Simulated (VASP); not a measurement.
**Ge: single point with PBE**

Crystal: Ge.

```
Ge
1.0
    -3.48417    3.48417    3.48417
     3.48417   -3.48417    3.48417
     3.48417    3.48417   -3.48417
Ge
8
Direct
  0.50000 0.00000 0.79890
  0.79890 0.50000 0.00000
  0.00000 0.79890 0.50000
  0.70110 0.70110 0.70110
  0.50000 0.00000 0.20110
  0.20110 0.50000 0.00000
  0.00000 0.20110 0.50000
  0.29890 0.29890 0.29890
```

```yaml
Program: VASP 6.6.1
Task: single point
Functional: PBE
Potentials_or_basis: VASP PAW PBE potentials, release 64 (Ge_d)
Cutoff: 520 eV
k_mesh: 4 × 4 × 4
Occupations: gaussian, width 0.1 eV
Spin: no spin polarisation
Dipole_correction: no
Further_INCAR_settings: ALGO = Normal; EDIFF = 1e-06; NBANDS = 66
```

| Item | Value |
| --- | --- |
| Pressure | 2.8 GPa |
| Largest force | 0.234 eV/Å |
| Band gap on the k mesh | zero (bands 56 and 57 overlap by 0.66 eV) |

Forces in eV/Å, atoms in the order of the input:
```
Ge  -0.135 -0.135  0.135
Ge   0.135 -0.135 -0.135
Ge  -0.135  0.135 -0.135
Ge   0.135  0.135  0.135
Ge   0.135  0.135 -0.135
Ge  -0.135  0.135  0.135
Ge   0.135 -0.135  0.135
Ge  -0.135 -0.135 -0.135
```

Levels at points of the mesh, in eV from the Fermi level:
| k point | band 53 | band 54 | band 55 | band 56 | band 57 | band 58 | band 59 | band 60 |
| --- | --- | --- | --- | --- | --- | --- | --- | --- |
| (0.00, 0.00, 0.00) | -3.30 | -1.02 | -1.02 | -0.59 | 1.82 | 1.82 | 1.82 | 4.09 |
| (0.50, 0.00, 0.00) | -1.71 | -1.71 | -0.86 | -0.86 | 0.68 | 0.68 | 2.15 | 2.15 |
| (0.50, 0.50, 0.50) | -2.09 | -1.30 | 0.63 | 0.63 | 0.63 | 1.68 | 2.77 | 3.08 |

Wall time 2.6 min on 1 thread of Intel Xeon 8259CL, with other jobs on the host, peak memory 0.33 GiB.

Caveat: semilocal functionals underestimate gaps, so a narrow gap can read as zero.
